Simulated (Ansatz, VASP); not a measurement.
Ti4C3: VASP beside Ansatz

File INCAR:

```
PREC = Accurate ; ENCUT = 520
EDIFF = 1E-7 ; ISMEAR = 0
SIGMA = 0.2 ; LREAL = F
LASPH = T ; NELM = 100
ALGO = Normal ; ISIF = 2
LWAVE = F ; LCHARG = F
GGA = PE ; NBANDS = 39
```

KPOINTS

```
Automatic mesh
0
Gamma
  6 6 6
```

The input POSCAR:

```
Ti4C3
1.0
    4.3102352000      0.0000000000      0.0000000000
    0.0000000000      4.3102352000      0.0000000000
    0.0000000000      0.0000000000      4.3102352000
Ti C
4 3
Direct
    0.5000000000      0.0000000000      0.0000000000
    0.0000000000      0.5000000000      0.0000000000
    0.0000000000      0.0000000000      0.5000000000
    0.5000000000      0.5000000000      0.5000000000
    0.0000000000      0.5000000000      0.5000000000
    0.5000000000      0.0000000000      0.5000000000
    0.5000000000      0.5000000000      0.0000000000
```

Input for Ansatz:

```yaml
crystal:
  lattice:
    - [4.3102352, 0.0, 0.0]
    - [0.0, 4.3102352, 0.0]
    - [0.0, 0.0, 4.3102352]
  atoms:
    - { symbol: Ti, position: [0.5, 0.0, 0.0] }
    - { symbol: Ti, position: [0.0, 0.5, 0.0] }
    - { symbol: Ti, position: [0.0, 0.0, 0.5] }
    - { symbol: Ti, position: [0.5, 0.5, 0.5] }
    - { symbol: C, position: [0.0, 0.5, 0.5] }
    - { symbol: C, position: [0.5, 0.0, 0.5] }
    - { symbol: C, position: [0.5, 0.5, 0.0] }
basis:
  ecutwfc: 420
kpoints:
  mp_grid: { grid: [6, 6, 6] }
hamiltonian:
  xc: pbe
scf:
  occupations: { method: gaussian, width: 0.2 }
  lower_state_search: "off"
output:
  forces: true
  stress: true
  eigenvalues: true
```

Alike in both runs: task single point; functional PBE; k mesh 6 × 6 × 6; occupations gaussian, width 0.2 eV; no spin polarisation.

|  | VASP | Ansatz |
| --- | --- | --- |
| version | VASP 6.6.1 | Ansatz 0.2.0 |
| potentials or method | VASP PAW PBE potentials, release 64 (Ti_sv, C), cutoff 520 eV | scalar-relativistic, plane waves, PAW |
| valence electrons in the cell | 60 | 60 |

VASP gave:

```
gap on the k mesh at the Fermi level (eV) : none
pressure (GPa)                            : 0.1
```

Q: Estimate Ansatz's values.

A: gap on the k mesh at the Fermi level (eV): none; pressure (GPa): 0.0.

A gap of «none» marks a metal or a gap that the smearing closes. With one functional, cell and mesh, what is left measures potentials, basis and numerics.
